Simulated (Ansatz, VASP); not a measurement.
**Two plane-wave programs on Ta2H**

```xyz
3
Lattice="3.4807 0.0000 0.0000 0.0000 3.4807 0.0000 0.0000 0.0000 3.5287" Properties=species:S:1:pos:R:3 pbc="T T T"
Ta    1.7403    0.0000    2.6143
Ta    0.0000    1.7403    0.9144
H     0.0000    0.0000    0.0000
```

Change from the starting cell: equal strain along all axes, cell held, atoms relaxed: +4.0 %.

Alike in both runs: functional PBEsol; k mesh 12 × 12 × 12; occupations gaussian, width 0.1 eV; no spin polarisation.

Ansatz relaxed the structure, and its values are those at the end. VASP's run is a single point on that final structure, the one shown.

```csv
,VASP,Ansatz
version,VASP 6.6.1,Ansatz 0.2.0
potentials or method,"VASP PAW PBE potentials, release 64 (Ta_pv, H), cutoff 520 eV","scalar-relativistic, plane waves, PAW"
valence electrons in the cell,23,27
```

Ansatz gave:

| Item | Value |
| --- | --- |
| gap on the k mesh at the Fermi level (eV) | none |
| pressure (GPa) | -20.1 |
| rms of the force components (eV/Å) | 0.000 |

Which values does VASP return?

gap on the k mesh at the Fermi level (eV): none; pressure (GPa): -20.2; rms of the force components (eV/Å): 0.005.

VASP's potentials were made for PBE, not for PBEsol. A gap of «none» marks a metal or a gap that the smearing closes. VASP's potentials hold 23 valence electrons a cell and Ansatz's 27, so a difference there can come from the potentials and not from the codes. Ansatz's warnings: stress scf threshold loose.

Neither program's run includes spin-orbit coupling.
